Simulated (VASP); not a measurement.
Input of a VASP 6.6.1 run:

Contents of INCAR:

```
PREC     = Accurate       # precision mode
ENCUT    = 520            # plane-wave cutoff, eV
EDIFF    = 1E-7           # SCF threshold, eV
ISMEAR   = 0              # smearing method
SIGMA    = 0.02           # smearing width, eV
LREAL    = False          # projectors in reciprocal space
LASPH    = True           # aspherical terms in the spheres
NELM     = 60             # most SCF steps
ALGO     = Normal         # electronic algorithm
ISIF     = 2              # what is computed and relaxed
LWAVE    = False          # write WAVECAR
LCHARG   = False          # write CHGCAR
GGA      = PE             # functional
NBANDS   = 56             # bands
```

File KPOINTS:

```
regular mesh
0
Gamma
  6 6 6
```

The input POSCAR:

```
AlIn2N3
1.0
    5.0681513077     -2.9169635059      0.0000000000
    5.0681513077      2.9169635059      0.0000000000
    0.0000000000      0.0000000000      5.4177098773
Al In N
2 4 6
Direct
    0.3406891258      0.6593108742      0.9891877879
    0.6593108742      0.3406891258      0.4891877879
    0.9874071606      0.3360504033      0.9871041193
    0.6639495967      0.0125928394      0.9871041193
    0.0125928394      0.6639495967      0.4871041193
    0.3360504033      0.9874071606      0.4871041193
    0.9699099191      0.3323569371      0.3857657678
    0.6676430629      0.0300900809      0.3857657678
    0.0300900809      0.6676430629      0.8857657678
    0.3323569371      0.9699099191      0.8857657678
    0.3689646566      0.6310353434      0.3370724377
    0.6310353434      0.3689646566      0.8370724377
```

Potentials or basis: VASP PAW PBE potentials, release 64 (Al, In_d, N).

Launch:

```bash
$ cat potpaw_PBE.64/Al/POTCAR potpaw_PBE.64/In_d/POTCAR potpaw_PBE.64/N/POTCAR > POTCAR
$ mpirun -np 1 vasp_std > vasp.out
```

Predict the pressure.

7.3 GPa.

What does it give for the largest force?

0.041 eV/Å.

What does it give for the band gap on the k mesh?

1.07 eV.

Forces on the atoms (eV/Å):
```
Al   0.000  0.002  0.006
Al   0.000 -0.002  0.006
In   0.001 -0.002 -0.004
In  -0.001 -0.002 -0.004
In  -0.001  0.002 -0.004
In   0.001  0.002 -0.004
N   -0.029  0.017  0.015
N    0.029  0.017  0.015
N    0.029 -0.017  0.015
N   -0.029 -0.017  0.015
N    0.000 -0.030 -0.029
N    0.000  0.030 -0.029
```

Caveat: the cell stands under pressure; spin-orbit coupling is left out, which moves the levels of the heavy elements.
